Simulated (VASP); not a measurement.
Input of a VASP 6.6.1 run:

Contents of POSCAR:

```
Al2O3
1.0
    2.8925017014      0.0000000000      0.0000000000
   -1.4462508507      2.5049799539      0.0000000000
    0.0000000000      0.0000000000      6.9009406853
Al O
2 3
Direct
    0.3333333333      0.6666666667      0.1993408405
    0.6666666667      0.3333333333      0.8006591595
    0.0000000000      0.0000000000      0.0000000000
    0.3333333333      0.6666666667      0.7032066442
    0.6666666667      0.3333333333      0.2967933558
```

The input INCAR.step1:

```
PREC = Accurate
ENCUT = 520
ISMEAR = 0
SIGMA = 0.01
LREAL = F
LASPH = T
NELM = 80
NBANDS = 20
GGA = PE
ALGO = Normal
EDIFF = 1E-4
LWAVE = T
LCHARG = F
```

The input INCAR.step2:

```
PREC = Accurate
ENCUT = 520
EDIFF = 1E-6
ISMEAR = 0
SIGMA = 0.01
LREAL = F
LASPH = T
NELM = 80
ALGO = Normal
ISIF = 2
LWAVE = F
LCHARG = F
METAGGA = R2SCAN
LMIXTAU = T
NBANDS = 20
ISTART = 1
```

KPOINTS

```
Automatic mesh
0
Gamma
  9 9 4
```

Potentials or basis: VASP PAW PBE potentials, release 64 (Al, O).

Launch:

```console
$ cat potpaw_PBE.64/Al/POTCAR potpaw_PBE.64/O/POTCAR > POTCAR
$ cp INCAR.step1 INCAR
$ mpirun -np 1 vasp_std > vasp.out
$ cp INCAR.step2 INCAR
$ mpirun -np 1 vasp_std > vasp.out
```

Task: Predict the band gap on the k mesh.

Result: 5.34 eV (least direct gap 5.38 eV).

Task: Predict the pressure.

Result: -6.1 GPa.

Task: Predict the largest force.

Result: 0.394 eV/Å.

Stress tensor (GPa, compression positive):
```
-6.92  0.00  0.00
 0.00 -6.92  0.00
 0.00  0.00 -4.50
```

Caveat: the cell stands under tension; the PAW data sets were made with another functional, which shifts forces and pressure a little. A k mesh can miss the band edges.
